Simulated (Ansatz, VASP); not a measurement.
This is a calculation of TiAl for VASP 6.6.1.

The input INCAR:

```
PREC     = Accurate       # precision mode
ENCUT    = 520            # plane-wave cutoff, eV
EDIFF    = 1E-6           # SCF threshold, eV
ISMEAR   = -1             # smearing method
SIGMA    = 0.05           # smearing width, eV
LREAL    = False          # projectors in reciprocal space
LASPH    = True           # aspherical terms in the spheres
NELM     = 100            # most SCF steps
ALGO     = Normal         # electronic algorithm
ISIF     = 2              # what is computed and relaxed
LWAVE    = False          # write WAVECAR
LCHARG   = False          # write CHGCAR
GGA      = PS             # functional
NBANDS   = 14             # bands
```

KPOINTS

```
Automatic mesh
0
Gamma
  8 8 8
```

Contents of POSCAR:

```
TiAl
1.0
    3.2414144177      0.0000000000      0.0000000000
    0.0000000000      3.2414144177      0.0000000000
    0.0000000000      0.0000000000      3.2414144177
Ti Al
1 1
Direct
    0.0000000000      0.0000000000      0.0000000000
    0.5000000000      0.5000000000      0.5000000000
```

Potentials or basis: VASP PAW PBE potentials, release 64 (Ti_sv, Al).

The run is started by

```bash
$ cat potpaw_PBE.64/Ti_sv/POTCAR potpaw_PBE.64/Al/POTCAR > POTCAR
$ mpirun -np 1 vasp_std > vasp.out
```

Q: Translate it to Ansatz 0.2.0. Potentials there: all-electron LAPW, scalar-relativistic.

A: As run (the cutoff follows the program's own potentials):

Contents of input.yaml:

```yaml
crystal:
  lattice:
    - [3.2414144177, 0.0, 0.0]
    - [0.0, 3.2414144177, 0.0]
    - [0.0, 0.0, 3.2414144177]
  atoms:
    - { symbol: Ti, position: [0.0, 0.0, 0.0] }
    - { symbol: Al, position: [0.5, 0.5, 0.5] }
kpoints:
  mp_grid: { grid: [8, 8, 8] }
scf:
  occupations: { method: fermi_dirac, width: 0.05 }
hamiltonian:
  xc: pbesol
  pseudopotentials: { kind: all_electron, lapw: { basis_error: 0.0005 } }
output:
  forces: true
  stress: true
  eigenvalues: true
```

Potentials or basis: all-electron LAPW, scalar-relativistic.

Run with:

```console
$ ansatz run input.yaml --threads 1 --pin off --max-ram 3072MiB --backend cpu --events-out ev --progress --plain --runs-dir out
```

Both were run:

|  | VASP | Ansatz | Ansatz less VASP |
| --- | --- | --- | --- |
| gap on the k mesh at the Fermi level (eV) | none | none | - |
| pressure (GPa) | -8.0 | -8.0 | -0.07 |

VASP's potentials were made for PBE, not for PBEsol. A gap of «none» marks a metal or a gap that the smearing closes. Ansatz ran all-electron here, and VASP with PAW potentials.
